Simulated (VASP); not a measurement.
ZnS: single point with r2SCAN

ZnS:

```
CELL_PARAMETERS angstrom
3.81100 0.00000 0.00000
-1.90550 3.30042 0.00000
0.00000 0.00000 6.23400
ATOMIC_POSITIONS crystal
Zn 0.33333 0.66667 0.95188
Zn 0.66667 0.33333 0.50000
S 0.33333 0.66667 0.38500
S 0.66667 0.33333 0.88500
```

This cell differs from its parent crystal: atom 1 (Zn) moved by (+0.000, -0.300) A along x and z.

```yaml
Program: VASP 6.6.1
Task: single point
Functional: r2SCAN
Potentials_or_basis: VASP PAW PBE potentials, release 64 (Zn, S)
Cutoff: 520 eV
k_mesh: 6 × 6 × 4
Occupations: gaussian, width 0.05 eV
Spin: no spin polarisation
```

| Property | Result |
| --- | --- |
| Pressure | 1.7 GPa |
| Largest force | 1.217 eV/Å |
| Band gap on the k mesh | 2.55 eV, direct |

Forces on the atoms (eV/Å):
```
Zn   0.000  0.000  1.217
Zn   0.000  0.000 -0.194
S    0.000  0.000 -0.497
S    0.000  0.000 -0.527
```

Stress tensor (GPa, compression positive):
```
 3.18  0.00  0.00
 0.00  3.18  0.00
 0.00  0.00 -1.41
```

Levels at points of the mesh, in eV from the valence-band top:
```
           k point  band 16  band 17  band 18  band 19  band 20  band 21
(0.00, 0.00, 0.00)    -0.07     0.00     0.00     2.55     3.37     6.46
(0.50, 0.00, 0.00)    -2.72    -1.42    -1.15     3.59     4.80     5.38
(0.00, 0.00, 0.50)    -1.01    -0.15    -0.15     3.34     4.25     6.58
(0.50, 0.00, 0.50)    -1.74    -1.42    -1.17     3.77     4.04     5.05
```

Run time: 70 s on 1 thread of Intel(R) Xeon(R) 6975P-C (Granite Rapids) (shared host), peak memory 0.21 GiB.

Caveat: the cell differs from its parent crystal (atom 1 (Zn) moved by (+0.000, -0.300) A along x and z); the PAW data sets were made with another functional, which shifts forces and pressure a little. A k mesh can miss the band edges.
